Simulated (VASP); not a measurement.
# MoS2 (R-3m) in VASP: relaxation of cell and atoms with PBE+D3(BJ)

Aim: the relaxation of cell and atoms of MoS2 with PBE+D3(BJ).

Everything below comes from runs of VASP 6.6.1. Logs are shortened: lines on timing, memory, paths and dates and some standing lists are left out, and cuts for length are marked.

## (1) The cell of the first run

It takes space group R-3m (No. 166, trigonal). The conventional cell has a = 3.143 Å, b = 3.143 Å, c = 17.922 Å, α = 90.00°, β = 90.00°, γ = 120.00°. Mo (site symmetry -3m) has 6 S at 2.42 Å and 6 Mo at 3.14 Å within 3.2 Å. S (site symmetry 3m) has 3 Mo at 2.42 Å and 9 S at 3.14 to 3.32 Å within 3.4 Å.

## (2) Relaxation of cell and atoms, PBE+D3(BJ)

Contents of INCAR:

```
  PREC = Accurate
  ENCUT = 600
  EDIFF = 1E-6
  ISMEAR = 0
  SIGMA = 0.1
  LREAL = False
  LASPH = True
  NELM = 100
  ALGO = Normal
  ISIF = 3
  LWAVE = False
  LCHARG = False
  GGA = PE
  IVDW = 12
  IBRION = 2
  NSW = 100
  EDIFFG = -0.005
  LUSENCCL = False
```

Contents of KPOINTS:

```
Automatic mesh
0
Gamma
  15 15 15
```

Contents of POSCAR:

```
MoS2
1.0
    1.5717389947      0.9074439317      5.9740877720
   -1.5717389947      0.9074439317      5.9740877720
    0.0000000000     -1.8148878633      5.9740877720
Mo S
1 2
Direct
    0.0000000000      0.0000000000      0.0000000000
    0.7556519152      0.7556519152      0.7556519152
    0.2443480848      0.2443480848      0.2443480848
```

Potentials or basis: VASP PAW PBE potentials, release 64 (Mo_sv, S).

On the command line:

```
$ cat potpaw_PBE.64/Mo_sv/POTCAR potpaw_PBE.64/S/POTCAR > POTCAR
$ mpirun -np 1 vasp_std > vasp.out
```

OUTCAR:

```text
PREC = Accurate
   ENCUT = 600
   EDIFF = 1E-6
   ISMEAR = 0
   LREAL = False
   LASPH = True
   NELM = 100
   ISIF = 3
   GGA = PE
   IVDW = 12
   IBRION = 2
   NSW = 100
   EDIFFG = -0.005
 IVDW          = 12

 ion  position               nearest neighbor table
   1  0.000  0.000  0.000-   2 2.42   3 2.42   2 2.42   2 2.42   3 2.42   3 2.42
   2  0.756  0.756  0.756-   1 2.42   1 2.42   1 2.42
   3  0.244  0.244  0.244-   1 2.42   1 2.42   1 2.42

  LATTYP: Found a trigonal (rhomboedric) cell.
 ALAT       =     6.2436802180
 COS(alpha) =     0.8732612124

  Lattice vectors:

 A1 = (   1.5717389947,   0.9074439317,   5.9740877720)
 A2 = (  -1.5717389947,   0.9074439317,   5.9740877720)
 A3 = (   0.0000000000,  -1.8148878633,   5.9740877720)

Analysis of symmetry for initial positions (statically):
=====================================================================
 Subroutine PRICEL returns:
 Original cell was already a primitive cell.

 Routine SETGRP: Setting up the symmetry group for a
 trigonal (rhombohedral) supercell.

 Subroutine GETGRP returns: Found 12 space group operations
 (whereof 12 operations were pure point group operations)
 out of a pool of 12 trial point group operations.

The static configuration has the point symmetry D_3d.

Analysis of symmetry for dynamics (positions and initial velocities):
=====================================================================
 Subroutine PRICEL returns:
 Original cell was already a primitive cell.

 Routine SETGRP: Setting up the symmetry group for a
 trigonal (rhombohedral) supercell.

 Subroutine GETGRP returns: Found 12 space group operations
 (whereof 12 operations were pure point group operations)
 out of a pool of 12 trial point group operations.

The dynamic configuration has the point symmetry D_3d.

 Subroutine INISYM returns: Found 12 space group operations
 (whereof 12 operations are pure point group operations),
 and found     1 'primitive' translations

----------------------------------------------------------------------------------------

                                     Primitive cell

  volume of cell :      51.1238

  direct lattice vectors                    reciprocal lattice vectors
     1.571738995  0.907443932  5.974087772     0.318118976  0.183666077  0.055796524
    -1.571738995  0.907443932  5.974087772    -0.318118976  0.183666077  0.055796524
     0.000000000 -1.814887863  5.974087772     0.000000000 -0.367332153  0.055796524

  length of vectors
     6.243680218  6.243680218  6.243680218     0.371545640  0.371545640  0.371545640

  position of ions in fractional coordinates (direct lattice)
     0.000000000  0.000000000  0.000000000
     0.755651915  0.755651915  0.755651915
     0.244348085  0.244348085  0.244348085

  ion indices of the primitive-cell ions
   primitive index   ion index
                 1           1
                 2           2
                 3           3

----------------------------------------------------------------------------------------

 KPOINTS: Automatic mesh

Automatic generation of k-mesh.
 Grid dimensions read from file:
 generate k-points for:   15   15   15

 Generating k-lattice:

  Cartesian coordinates                     Fractional coordinates (reciprocal lattice)
     0.021207932  0.012244405  0.003719768     0.066666667  0.000000000  0.000000000
    -0.021207932  0.012244405  0.003719768     0.000000000  0.066666667  0.000000000
     0.000000000 -0.024488810  0.003719768     0.000000000  0.000000000  0.066666667

  Length of vectors
     0.024769709  0.024769709  0.024769709

  Shift w.r.t. Gamma in fractional coordinates (k-lattice)
     0.000000000  0.000000000  0.000000000

 Subroutine IBZKPT returns following result:
 ===========================================

 Found    344 irreducible k-points:

 Following reciprocal coordinates:
            Coordinates               Weight
  0.000000  0.000000  0.000000      1.000000
  0.066667  0.000000  0.000000      6.000000
  0.133333  0.000000  0.000000      6.000000
  0.200000  0.000000  0.000000      6.000000
  0.266667  0.000000  0.000000      6.000000
  0.333333  0.000000  0.000000      6.000000
[... 16 lines left out ...]
  0.133333  0.133333  0.000000      6.000000
  0.200000  0.133333  0.000000     12.000000
 [... further k-points ...]
   k-points           NKPTS =    344   k-points in BZ     NKDIM =    344   number of bands    NBANDS=     17
   number of dos      NEDOS =    301   number of ions     NIONS =      3
   total plane-waves  NPLWV = 125000
   dimension x,y,z NGX =    50 NGY =   50 NGZ =   50
   dimension x,y,z NGXF=   100 NGYF=  100 NGZF=  100
   ions per type =               1   2
   NGX,Y,Z   is equivalent  to a cutoff of  13.31, 13.31, 13.31 a.u.
   NGXF,Y,Z  is equivalent  to a cutoff of  26.63, 26.63, 26.63 a.u.
 SYSTEM =  unknown system
   PREC   = accura    normal or accurate (medium, high low for compatibility)
   ISTART =      0    job   : 0-new  1-cont  2-samecut
   ICHARG =      2    charge: 1-file 2-atom 10-const
   ISPIN  =      1    spin polarized calculation?
   LNONCOLLINEAR =      F non collinear calculations
   LSORBIT =      F    spin-orbit coupling
   LASPH  =      T    aspherical Exc in radial PAW
   ENCUT  =  600.0 eV  44.10 Ry    6.64 a.u.  12.47 12.47 12.47*2*pi/ulx,y,z
   NELM   =    100;   NELMIN=  2; NELMDL= -5     # of ELM steps
   EDIFF  = 0.1E-05   stopping-criterion for ELM
   LREAL  =      F    real-space projection
   EDIFFG = -.5E-02   stopping-criterion for IOM
   NSW    =    100    number of steps for IOM
   IBRION =      2    ionic relax: 0-MD 1-quasi-New 2-CG
   NFREE  =      1    steps in history (QN), initial steepest desc. (CG)
   ISIF   =      3    stress and relaxation
   ISYM   =      2    0-nonsym 1-usesym 2-fastsym
   POTIM  = 0.5000    time-step for ionic-motion
   TEBEG  =    0.0;   TEEND  =   0.0 temperature during run
   PSTRESS=    0.0 pullay stress
   NELECT =      26.0000    total number of electrons
   NUPDOWN=      -1.0000    fix difference up-down
   EMIN   =  10.00;   EMAX   =-10.00  energy-range for DOS
   EFERMI =   0.00;   METHOD = LEGACY
   ISMEAR =     0;   SIGMA  =   0.10  broadening in eV -4-tet -1-fermi 0-gaus
   EFERMI_NEDOS =   21; number of points for ismear=-14 and -15
   IALGO  =     38    algorithm
   IMIX   =      4    mixing-type and parameters
     AMIX     =   0.40;   BMIX     =  1.00
     AMIX_MAG =   1.60;   BMIX_MAG =  1.00
  volume/ion in A,a.u.               =      17.04       115.00
  Fermi-wavevector in a.u.,A,eV,Ry     =   1.306747  2.469394 23.233150  1.707588
  Thomas-Fermi vector in A             =   2.437528
   LORBIT       =      0    0 simple, 1 ext, 2 COOP (PROOUT), +10 PAW based schemes
   GGA     = PE    functional components
   LHFCALC =     F    Hartree Fock is set to
   AEXX    =    0.0000 exact exchange contribution
   IVDW    =    12    specifies the selected vdW correction
   LEPSILON=     F    determine dielectric tensor
   LRPA    =     F    only Hartree local field effects (RPA)
 conjugate gradient relaxation of ions
 non-spin polarized calculation
 Gauss-broadening in eV      SIGMA  =   0.10
  energy-cutoff  :      600.00
  volume of cell :       51.12
 maximum number of plane-waves:      1727
 NGX is ok and might be reduce to    50
   NGX = 25   NGY = 25   NGZ = 25

--------------------------------------- Ionic step        1  -------------------------------------------

 number of electron      26.0000001 magnetization

 Free energy of the ion-electron system (eV)
  ---------------------------------------------------
  ext. energy  EPLUGINS =         0.00000000
  ---------------------------------------------------
  free energy    TOTEN  =       -20.96179880 eV

  energy without entropy =      -20.95686023  energy(sigma->0) =      -20.95932952

------------------------ aborting loop because EDIFF is reached ----------------------------------------

 Edisp (eV)   -1.33665

 E8    (eV) :    -0.5396

  FORCE on cell =-STRESS in cart. coord.  units (eV):
  Direction    XX          YY          ZZ          XY          YZ          ZX
  --------------------------------------------------------------------------------------
  -------------------------------------------------------------------------------------
  Total      -0.13500    -0.13500     0.05054     0.00000     0.00000     0.00000
  in kB      -4.23065    -4.23065     1.58400     0.00000     0.00000     0.00000
  external pressure =       -2.29 kB  Pullay stress =        0.00 kB
[... 100 lines left out ...]
  FREE ENERGIE OF THE ION-ELECTRON SYSTEM (eV)
  ---------------------------------------------------
  free  energy   TOTEN  =       -22.2993149979 eV

  energy  without entropy=      -22.2947014589  energy(sigma->0) =      -22.29700823

[... ionic steps 4 to 8 ...]

--------------------------------------- Ionic step        9  -------------------------------------------

 number of electron      26.0000000 magnetization

------------------------ aborting loop because EDIFF is reached ----------------------------------------

 Edisp (eV)   -1.35039

 E8    (eV) :    -0.5451
[... 71 lines left out ...]
  energy  without entropy=      -22.2951017707  energy(sigma->0) =      -22.29736852

--------------------------------------- Ionic step       11  -------------------------------------------

 number of electron      26.0000000 magnetization

 Free energy of the ion-electron system (eV)
  ---------------------------------------------------
  ext. energy  EPLUGINS =         0.00000000
  ---------------------------------------------------
  free energy    TOTEN  =       -20.94909886 eV

  energy without entropy =      -20.94456780  energy(sigma->0) =      -20.94683333

 E-fermi :   8.4208     XC(G=0): -11.2245

 val. band max:        8.3916671050   @ k =   0.2000   0.2000   0.2000
 cond. band min:       8.4216801786   @ k =   0.4000   0.2667   0.0667
 fundamental gap:      0.0300130736
 Fermi energy:         8.4207592440

 k-point     1 :       0.0000    0.0000    0.0000
  band No.  band energies     occupation
      1     -53.2875      2.00000
      2     -27.3848      2.00000
      3     -27.2276      2.00000
      4     -27.2276      2.00000
      5      -6.8359      2.00000
      6      -5.1000      2.00000
[... 9 lines left out ...]
     16      11.5735      0.00000
     17      11.5735      0.00000
[... 443 lines left out ...]
      1     -53.2748      2.00000
      2     -27.3610      2.00000
      3     -27.3461      2.00000
      4     -27.2575      2.00000
      5      -6.3045      2.00000
      6      -5.0268      2.00000
[... 9 lines left out ...]
     16      11.1689      0.00000
     17      11.4228      0.00000

 [... further k-points ...]

------------------------ aborting loop because EDIFF is reached ----------------------------------------

 Edisp (eV)   -1.35054

 E8    (eV) :    -0.5451

  FORCE on cell =-STRESS in cart. coord.  units (eV):
  Direction    XX          YY          ZZ          XY          YZ          ZX
  --------------------------------------------------------------------------------------
  -------------------------------------------------------------------------------------
  Total       0.00570     0.00570     0.00384     0.00000     0.00000     0.00000
  in kB       0.18053     0.18053     0.12153     0.00000     0.00000     0.00000
  external pressure =        0.16 kB  Pullay stress =        0.00 kB
[... 18 lines left out ...]
  FREE ENERGIE OF THE ION-ELECTRON SYSTEM (eV)
  ---------------------------------------------------
  free  energy   TOTEN  =       -22.2996394504 eV

  energy  without entropy=      -22.2951083909  energy(sigma->0) =      -22.29737392

 reached required accuracy - stopping structural energy minimisation
```

Run time: 50 min. Hardware: 1 × NVIDIA H100 80GB with 1 thread of AMD EPYC 7R13 (Zen 3), shared host; peak memory 1.7 GiB.

Results:

| Item | Value |
| --- | --- |
| Free energy | -22.2996 eV |
| Relaxed volume | 16.87 Å³/atom |
| Relaxed cell | a = 6.224 Å, b = 6.224 Å, c = 6.224 Å, α = 29.16°, β = 29.16°, γ = 29.16° |
| Space group after relaxing (to 0.1 Å) | R-3m (No. 166) |
| Energy gained by relaxing | 0.4 meV/atom |
| Ionic steps | 11 |
| Pressure after relaxing | 0.0 GPa |
| Band gap on the k mesh | zero (bands 13 and 14 overlap by 0.39 eV) |
| Dispersion energy per atom | -0.450 eV |

Step by step:
| step | energy change (eV) | largest force (eV/Å) | pressure (GPa) | volume (Å³) |
| --- | --- | --- | --- | --- |
| 1 | 0.0000 | 0.0620 | -0.23 | 51.12 |
| 2 | -0.0007 | 0.0456 | -0.05 | 50.94 |
| 3 | -0.0009 | 0.0346 | 0.07 | 50.82 |
| 4 | -0.0009 | 0.0127 | -0.27 | 50.86 |
| 5 | -0.0009 | 0.0031 | -0.15 | 50.85 |
| 6 | -0.0010 | 0.0017 | -0.13 | 50.81 |
| 7 | -0.0012 | 0.0028 | -0.07 | 50.69 |
| 8 | -0.0010 | 0.0128 | 0.06 | 50.44 |
| 9 | -0.0012 | 0.0051 | -0.03 | 50.62 |
| 10 | -0.0012 | 0.0073 | 0.06 | 50.61 |
| 11 | -0.0012 | 0.0000 | 0.02 | 50.62 |

Final structure:
```xyz
3
Lattice="1.5664 0.9044 5.9549 -1.5664 0.9044 5.9549 0.0000 -1.8088 5.9549" Properties=species:S:1:pos:R:3 pbc="T T T"
Mo    0.0000    0.0000    0.0000
S     0.0000    0.0000   13.5124
S     0.0000    0.0000    4.3523
```

The gap in the log of VASP goes by the Fermi energy; the results here count the filled bands.